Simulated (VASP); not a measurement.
# CoO (P6_3mc) in VASP: single point with PBEsol

Aim: the single point of CoO with PBEsol.

Program: VASP 6.6.1. These are calculated values, not measurements. Logs are shortened: lines on timing, memory, paths and dates and some standing lists are left out, and cuts for length are marked.

## 1. The cell of the first run

The structure is hexagonal, space group P6_3mc (No. 186). The conventional cell has a = 3.050 Å, b = 3.050 Å, c = 5.254 Å, α = 90.00°, β = 90.00°, γ = 120.00°. Co (site symmetry 3m) has 4 O at 1.87 to 1.92 Å within 2.5 Å. O (site symmetry 3m) has 4 Co at 1.87 to 1.92 Å within 2.5 Å.

## 2. Single point, PBEsol, collinear spin, antiferromagnetic start

INCAR

```
ALGO = Normal
EDIFF = 1E-6
ENCUT = 520
GGA = PS
ISIF = 2
ISMEAR = 0
ISPIN = 2
LASPH = True
LCHARG = False
LMAXMIX = 4
LORBIT = 11
LREAL = False
LWAVE = False
MAGMOM = -2.08 2.08 0.16 -0.16
NBANDS = 27
NELM = 150
PREC = Accurate
SIGMA = 0.15
```

KPOINTS

```
k-points
0
Gamma
  18 18 10
```

POSCAR

```
CoO
1.0
    3.0504927388      0.0000000000      0.0000000000
   -1.5252463694      2.6418042058      0.0000000000
    0.0000000000      0.0000000000      5.2535417971
Co O
2 2
Direct
    0.0000000000      0.0000000000      0.0094969459
    0.3333333333      0.6666666667      0.5095034253
    0.0000000000      0.0000000000      0.3655057128
    0.3333333333      0.6666666667      0.8654949159
```

Potentials or basis: VASP PAW PBE potentials, release 64 (Co, O).

Started as:

```sh
cat potpaw_PBE.64/Co/POTCAR potpaw_PBE.64/O/POTCAR > POTCAR
mpirun -np 1 vasp_std > vasp.out
```

OUTCAR:

```text
EDIFF = 1E-6
   ENCUT = 520
   GGA = PS
   ISIF = 2
   ISMEAR = 0
   ISPIN = 2
   LASPH = True
   LORBIT = 11
   LREAL = False
   NELM = 150
   PREC = Accurate

 ion  position               nearest neighbor table
   1  0.000  0.000  0.009-   3 1.87   4 1.92   4 1.92   4 1.92
   2  0.333  0.667  0.510-   4 1.87   3 1.92   3 1.92   3 1.92
   3  0.000  0.000  0.366-   1 1.87   2 1.92   2 1.92   2 1.92
   4  0.333  0.667  0.865-   2 1.87   1 1.92   1 1.92   1 1.92

  LATTYP: Found a hexagonal cell.
 ALAT       =     3.0504927388
 C/A-ratio  =     1.7221944935

  Lattice vectors:

 A1 = (   3.0504927388,   0.0000000000,   0.0000000000)
 A2 = (  -1.5252463694,   2.6418042058,   0.0000000000)
 A3 = (   0.0000000000,   0.0000000000,   5.2535417971)

Analysis of symmetry for initial positions (statically):
=====================================================================
 Subroutine PRICEL returns:
 Original cell was already a primitive cell.

 Routine SETGRP: Setting up the symmetry group for a
 hexagonal supercell.

 Subroutine GETGRP returns: Found  6 space group operations
 (whereof  6 operations were pure point group operations)
 out of a pool of 24 trial point group operations.

The static configuration has the point symmetry C_3v.

Analysis of symmetry for dynamics (positions and initial velocities):
=====================================================================
 Subroutine PRICEL returns:
 Original cell was already a primitive cell.

 Routine SETGRP: Setting up the symmetry group for a
 hexagonal supercell.

 Subroutine GETGRP returns: Found  6 space group operations
 (whereof  6 operations were pure point group operations)
 out of a pool of 24 trial point group operations.

The dynamic configuration has the point symmetry C_3v.

Analysis of structural, dynamic, and magnetic symmetry:
=====================================================================
 Subroutine PRICEL returns:
 Original cell was already a primitive cell.

 Routine SETGRP: Setting up the symmetry group for a
 hexagonal supercell.

 Subroutine GETGRP returns: Found  6 space group operations
 (whereof  6 operations were pure point group operations)
 out of a pool of 24 trial point group operations.

The overall configuration has the point symmetry C_3v.

 Subroutine INISYM returns: Found  6 space group operations
 (whereof  6 operations are pure point group operations),
 and found     1 'primitive' translations

----------------------------------------------------------------------------------------

                                     Primitive cell

  volume of cell :      42.3373

  direct lattice vectors                    reciprocal lattice vectors
     3.050492739  0.000000000  0.000000000     0.327815893  0.189264594  0.000000000
    -1.525246369  2.641804206  0.000000000     0.000000000  0.378529188  0.000000000
     0.000000000  0.000000000  5.253541797     0.000000000  0.000000000  0.190347777

  length of vectors
     3.050492739  3.050492739  5.253541797     0.378529188  0.378529188  0.190347777

  position of ions in fractional coordinates (direct lattice)
     0.000000000  0.000000000  0.009496946
     0.333333333  0.666666667  0.509503425
     0.000000000  0.000000000  0.365505713
     0.333333333  0.666666667  0.865494916

  ion indices of the primitive-cell ions
   primitive index   ion index
                 1           1
                 2           2
                 3           3
                 4           4

----------------------------------------------------------------------------------------

 KPOINTS: k-points

Automatic generation of k-mesh.
 Grid dimensions read from file:
 generate k-points for:   18   18   10

 Generating k-lattice:

  Cartesian coordinates                     Fractional coordinates (reciprocal lattice)
     0.018211994  0.010514700  0.000000000     0.055555556  0.000000000  0.000000000
     0.000000000  0.021029399  0.000000000     0.000000000  0.055555556  0.000000000
     0.000000000  0.000000000  0.019034778     0.000000000  0.000000000  0.100000000

  Length of vectors
     0.021029399  0.021029399  0.019034778

  Shift w.r.t. Gamma in fractional coordinates (k-lattice)
     0.000000000  0.000000000  0.000000000

 Subroutine IBZKPT returns following result:
 ===========================================

 Found    330 irreducible k-points:

 Following reciprocal coordinates:
            Coordinates               Weight
  0.000000  0.000000  0.000000      1.000000
  0.055556  0.000000  0.000000      6.000000
  0.111111  0.000000  0.000000      6.000000
  0.166667  0.000000  0.000000      6.000000
  0.222222 -0.000000  0.000000      6.000000
  0.277778  0.000000  0.000000      6.000000
[... 16 lines left out ...]
  0.333333  0.111111  0.000000     12.000000
  0.388889  0.111111  0.000000     12.000000
 [... further k-points ...]
   k-points           NKPTS =    330   k-points in BZ     NKDIM =    330   number of bands    NBANDS=     27
   number of dos      NEDOS =    301   number of ions     NIONS =      4
   total plane-waves  NPLWV =  23040
   dimension x,y,z NGX =    24 NGY =   24 NGZ =   40
   dimension x,y,z NGXF=    48 NGYF=   48 NGZF=   80
   ions per type =               2   2
   NGX,Y,Z   is equivalent  to a cutoff of  13.08, 13.08, 12.66 a.u.
   NGXF,Y,Z  is equivalent  to a cutoff of  26.16, 26.16, 25.32 a.u.
 SYSTEM =  unknown system
   PREC   = accura    normal or accurate (medium, high low for compatibility)
   ISTART =      0    job   : 0-new  1-cont  2-samecut
   ICHARG =      2    charge: 1-file 2-atom 10-const
   ISPIN  =      2    spin polarized calculation?
   LNONCOLLINEAR =      F non collinear calculations
   LSORBIT =      F    spin-orbit coupling
   LASPH  =      T    aspherical Exc in radial PAW
   ENCUT  =  520.0 eV  38.22 Ry    6.18 a.u.   5.67  5.67  9.77*2*pi/ulx,y,z
   NELM   =    150;   NELMIN=  2; NELMDL= -5     # of ELM steps
   EDIFF  = 0.1E-05   stopping-criterion for ELM
   LREAL  =      F    real-space projection
   EDIFFG = 0.1E-04   stopping-criterion for IOM
   NSW    =      0    number of steps for IOM
   IBRION =     -1    ionic relax: 0-MD 1-quasi-New 2-CG
   NFREE  =      0    steps in history (QN), initial steepest desc. (CG)
   ISIF   =      2    stress and relaxation
   ISYM   =      2    0-nonsym 1-usesym 2-fastsym
   POTIM  = 0.5000    time-step for ionic-motion
   TEBEG  =    0.0;   TEEND  =   0.0 temperature during run
   PSTRESS=    0.0 pullay stress
   NELECT =      30.0000    total number of electrons
   NUPDOWN=      -1.0000    fix difference up-down
   EMIN   =  10.00;   EMAX   =-10.00  energy-range for DOS
   EFERMI =   0.00;   METHOD = LEGACY
   ISMEAR =     0;   SIGMA  =   0.15  broadening in eV -4-tet -1-fermi 0-gaus
   EFERMI_NEDOS =   21; number of points for ismear=-14 and -15
   IALGO  =     38    algorithm
   IMIX   =      4    mixing-type and parameters
     AMIX     =   0.40;   BMIX     =  1.00
     AMIX_MAG =   1.60;   BMIX_MAG =  1.00
  volume/ion in A,a.u.               =      10.58        71.43
  Fermi-wavevector in a.u.,A,eV,Ry     =   1.459512  2.758078 28.982791  2.130175
  Thomas-Fermi vector in A             =   2.576070
   LORBIT       =     11    0 simple, 1 ext, 2 COOP (PROOUT), +10 PAW based schemes
   GGA     = PS    functional components
   LHFCALC =     F    Hartree Fock is set to
   AEXX    =    0.0000 exact exchange contribution
   IVDW    =     0    specifies the selected vdW correction
   LEPSILON=     F    determine dielectric tensor
   LRPA    =     F    only Hartree local field effects (RPA)
 spin polarized calculation
 Gauss-broadening in eV      SIGMA  =   0.15
  energy-cutoff  :      520.00
  volume of cell :       42.34
 maximum number of plane-waves:      1184
 NGX is ok and might be reduce to    24
   NGX = 11   NGY = 11   NGZ = 19

 number of electron      30.0000005 magnetization      -0.0001854

 number of electron      30.0000005 magnetization       0.0000511

 Free energy of the ion-electron system (eV)
  ---------------------------------------------------
  ext. energy  EPLUGINS =         0.00000000
  ---------------------------------------------------
  free energy    TOTEN  =       -28.55402955 eV

  energy without entropy =      -28.49691562  energy(sigma->0) =      -28.52547259

 E-fermi :   6.9559     XC(G=0): -11.9181

 val. band max:        6.9557149998   @ k =   0.4444   0.0556   0.0000
 cond. band min:       6.9562478573   @ k =  -0.0556   0.2222   0.4000
 fundamental gap:      0.0005328575
 Fermi energy:         6.9559352799

 spin component 1

 k-point     1 :       0.0000    0.0000    0.0000
  band No.  band energies     occupation
      1     -13.6264      1.00000
      2     -12.8693      1.00000
      3      -0.8341      1.00000
      4       0.3281      1.00000
      5       0.7142      1.00000
      6       0.7142      1.00000
[... 19 lines left out ...]
     26      23.0911      0.00000
     27      24.1200      0.00000
[... 667 lines left out ...]
      5       0.5754      1.00000
      6       0.7951      1.00000
[... 19 lines left out ...]
     26      22.0296      0.00000
     27      24.3982      0.00000

 [... further k-points ...]

 spin component 2

 k-point     1 :       0.0000    0.0000    0.0000
  band No.  band energies     occupation
      1     -13.6265      1.00000
      2     -12.8693      1.00000
      3      -0.8342      1.00000
      4       0.3282      1.00000
      5       0.7141      1.00000
      6       0.7141      1.00000
[... 19 lines left out ...]
     26      23.0911      0.00000
     27      24.1200      0.00000
[... 667 lines left out ...]
      5       0.5753      1.00000
      6       0.7951      1.00000
[... 19 lines left out ...]
     26      22.0296      0.00000
     27      24.3982      0.00000

 [... further k-points ...]
[... 5 lines left out ...]
  --------------------------------------------------------------------------------------
  -------------------------------------------------------------------------------------
  Total       -0.0887526     -0.0887526     -0.0614584      0.0000000      0.0000000      0.0000000
  in kB       -3.3586835     -3.3586835     -2.3257831      0.0000000      0.0000000      0.0000000
  external PRESSURE =      -3.0143834 kB  Pullay stress =       0.0000000 kB

 VOLUME and BASIS-vectors are now :
 -----------------------------------------------------------------------------
  energy-cutoff  :      520.00
  volume of cell :       42.34
      direct lattice vectors                 reciprocal lattice vectors
     3.050492739  0.000000000  0.000000000     0.327815893  0.189264594  0.000000000
    -1.525246369  2.641804206  0.000000000     0.000000000  0.378529188  0.000000000
     0.000000000  0.000000000  5.253541797     0.000000000  0.000000000  0.190347777

 POSITION                                       TOTAL-FORCE (eV/Angst)
 -----------------------------------------------------------------------------------
      0.00000      0.00000      0.04989        -0.000000     -0.000000     -0.031390
     -0.00000      1.76120      2.67670         0.000000      0.000000     -0.032434
      0.00000      0.00000      1.92020        -0.000000     -0.000000      0.031274
     -0.00000      1.76120      4.54691        -0.000000     -0.000000      0.032550
 -----------------------------------------------------------------------------------
    total drift:                                0.000000     -0.000000     -0.000374

  FREE ENERGIE OF THE ION-ELECTRON SYSTEM (eV)
  ---------------------------------------------------
  free  energy   TOTEN  =       -28.5540295507 eV

  energy  without entropy=      -28.4969156245  energy(sigma->0) =      -28.52547259

 total charge

# of ion       s       p       d       tot
------------------------------------------
    1        0.374   0.508   7.290   8.172
    2        0.374   0.508   7.289   8.172
    3        1.552   3.435   0.000   4.987
    4        1.552   3.435   0.000   4.987
--------------------------------------------------
tot          3.851   7.887  14.579  26.317

 magnetization (x)

# of ion       s       p       d       tot
------------------------------------------
    1       -0.005  -0.034  -1.977  -2.016
    2        0.005   0.034   1.977   2.016
    3        0.011   0.125   0.000   0.135
    4       -0.011  -0.125   0.000  -0.135
--------------------------------------------------
tot          0.000   0.000   0.000   0.000
```

Wall time 20 min (1 thread of Oxide Virtual Turin-like, shared host); peak memory 0.56 GiB.

What came out:

| Quantity | Value |
| --- | --- |
| Free energy | -28.5540 eV |
| Pressure | -0.3 GPa |
| Largest force | 0.033 eV/Å |
| Band gap on the k mesh | zero (filled and empty bands overlap) |
| Net moment | 0.00 μB per cell |
| Site moments | Co -2.02, +2.02; O +0.14, -0.14 μB |
| Valence electrons inside the program's atomic spheres | Co 8.17; O 4.99 |

Forces in eV/Å, atoms in the order of the input:
```
Co   0.000  0.000 -0.031
Co   0.000  0.000 -0.032
O    0.000  0.000  0.031
O    0.000  0.000  0.033
```

Caveat: the PAW data sets were made with another functional, which shifts forces and pressure a little; semilocal functionals often make such compounds metallic where correlation or magnetic order opens a gap, which also shifts bond lengths. With open d or f shells a metallic result of PBEsol can be an artefact of self-interaction; +U or a hybrid may open a gap.
